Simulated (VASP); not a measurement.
Set up this calculation in VASP 6.6.1, as the native input.

```yaml
Task: single point
Functional: PBEsol
Potentials_or_basis: VASP PAW PBE potentials, release 64 (La, Al, Ge_d)
Cutoff: 520 eV
k_mesh: 5 × 5 × 3
Occupations: fermi-dirac, width 0.1 eV
Spin: no spin polarisation
Dipole_correction: no
Further_INCAR_settings: ALGO = Normal; EDIFF = 1e-06; NBANDS = 30
```

The structure of LaAl2Ge2 lies in POSCAR:

```
LaAl2Ge2
1.0
    4.2970000000      0.0000000000      0.0000000000
   -2.1485000000      3.7213111600      0.0000000000
    0.0000000000      0.0000000000      7.0130000000
La Al Ge
1 2 2
Direct
    0.0000000000      0.0000000000      0.0000000000
    0.3333333333      0.6666666667      0.6387000000
    0.6666666667      0.3333333333      0.3613000000
    0.3333333333      0.6666666667      0.2719200000
    0.6666666667      0.3333333333      0.7280800000
```

One way to write it, as run:

INCAR

```
SYSTEM = LaAl2Ge2
PREC = Accurate
ENCUT = 520
EDIFF = 1E-6
ISMEAR = -1
SIGMA = 0.1
LREAL = .FALSE.
LASPH = .TRUE.
NELM = 100
ALGO = Normal
ISIF = 2
LWAVE = .FALSE.
LCHARG = .TRUE.
GGA = PS
LELF = .TRUE.
LVHAR = .TRUE.
NBANDS = 30
```

KPOINTS

```
Automatic mesh
0
G
  5 5 3
  0 0 0
```

Potentials or basis: VASP PAW PBE potentials, release 64 (La, Al, Ge_d).

The run is started by

```sh
$ cat potpaw_PBE.64/La/POTCAR potpaw_PBE.64/Al/POTCAR potpaw_PBE.64/Ge_d/POTCAR > POTCAR
$ mpirun -np 1 vasp_std > vasp.out
```

It gave:

* Pressure: -1.2 GPa
* Largest force: 0.102 eV/Å

Caveat: the PAW data sets were made with another functional, which shifts forces and pressure a little.

Wall time 58 s on 1 thread of Intel(R) Xeon(R) Platinum 8488C (Sapphire Rapids), on a shared host, peak memory 0.24 GiB.
